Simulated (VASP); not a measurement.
NaF: elastic constants with PBEsol

Crystal: NaF.

```xyz
2
Lattice="0.0000 2.2995 2.2995 2.2995 0.0000 2.2995 2.2995 2.2995 0.0000" Properties=species:S:1:pos:R:3 pbc="T T T"
Na    0.0000    0.0000    0.0000
F     2.2995    2.2995    2.2995
```

| Quantity | Value |
| --- | --- |
| Program | VASP 6.6.1 |
| Task | elastic constants |
| Functional | PBEsol |
| Potentials or basis | VASP PAW PBE potentials, release 64 (Na_pv, F) |
| Cutoff | 600 eV |
| k mesh | 8 × 8 × 8 |
| Occupations | gaussian, width 0.01 eV |
| Spin | no spin polarisation |
| Dipole correction | no |
| Ions in elastic constants | relaxed |
| Further INCAR settings | ALGO = Normal; EDIFF = 1e-08; NBANDS = 14; IBRION = 6; POTIM = 0.015; NSW = 1; ISIF = 3 |

```json
{
 "Elastic constants C11, C12, C44": "113, 22, 27 GPa",
 "Voigt bulk modulus": "52 GPa",
 "Highest phonon frequency at Γ, LO-TO splitting left out": "257 cm⁻¹"
}
```

Phonon frequencies in cm⁻¹ (negative: imaginary):
```csv
q point,frequencies
"(0.000, 0.000, 0.000)",0 0 0 257 257 257
```

Elastic tensor in Voigt notation (GPa, in the Cartesian axes of the cell as first typed):
```
113  22  22   0   0   0
 22 113  22   0   0   0
 22  22 113   0   0   0
  0   0   0  27   0   0
  0   0   0   0  27   0
  0   0   0   0   0  27
```

Clamped-ion elastic tensor (GPa):
```
113  22  22   0   0   0
 22 113  22   0   0   0
 22  22 113   0   0   0
  0   0   0  27   0   0
  0   0   0   0  27   0
  0   0   0   0   0  27
```

Wall time 7.4 min on 1 thread of AMD EPYC 7R13 Processor (Zen 3) (shared host), peak memory 0.2 GiB.

Caveat: the PAW data sets were made with another functional, which shifts forces and pressure a little.
